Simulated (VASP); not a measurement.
Input of a VASP 6.6.1 run:

File INCAR:

```
  PREC = Accurate
  ENCUT = 520
  EDIFF = 1E-7
  ISMEAR = -1
  SIGMA = 0.05
  LREAL = False
  LASPH = True
  NELM = 80
  ALGO = Normal
  ISIF = 2
  LWAVE = False
  LCHARG = False
  GGA = CA
  NBANDS = 16
```

Contents of KPOINTS:

```
Automatic mesh
0
Gamma
  8 8 8
```

POSCAR

```
InAs
1.0
    0.0000000000      2.8579926530      2.8579926530
    2.8579926530      0.0000000000      2.8579926530
    2.8579926530      2.8579926530      0.0000000000
In As
1 1
Direct
    0.5000000000      0.5000000000      0.5000000000
    0.0000000000      0.0000000000      0.0000000000
```

Potentials or basis: VASP PAW LDA potentials, release 64 (In_d, As).

Command:

```console
$ cat potpaw_LDA.64/In_d/POTCAR potpaw_LDA.64/As/POTCAR > POTCAR
$ mpirun -np 1 vasp_std > vasp.out
```

What does it give for the pressure?

-3.8 GPa.

Predict the band gap on the k mesh.

zero (band 9 reaches 6.35 eV, above the bottom of band 10 at 3.69 eV).

Caveat: spin-orbit coupling is left out, which moves the levels of the heavy elements.
